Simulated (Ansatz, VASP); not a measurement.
**TiC in VASP and in Ansatz**

```xyz
2
Lattice="0.0000 2.1665 2.1665 2.1665 0.0000 2.1665 2.1665 2.1665 0.0000" Properties=species:S:1:pos:R:3 pbc="T T T"
Ti    0.0000    0.0000    0.0000
C     2.1665    2.1665    2.1665
```

Alike in both runs: task single point; functional PBE; k mesh 26 × 26 × 26; occupations gaussian, width 0.15 eV; no spin polarisation.

|  | VASP | Ansatz |
| --- | --- | --- |
| version | VASP 6.6.1 | Ansatz 0.2.0 |
| potentials or method | VASP PAW PBE potentials, release 64 (Ti_sv, C), cutoff 520 eV | scalar-relativistic, plane waves, PAW |
| valence electrons in the cell | 16 | 16 |

|  | VASP | Ansatz | Ansatz less VASP |
| --- | --- | --- | --- |
| gap on the k mesh at the Fermi level (eV) | none | none | - |
| pressure (GPa) | 0.2 | 0.0 | -0.18 |

A gap of «none» marks a metal or a gap that the smearing closes.
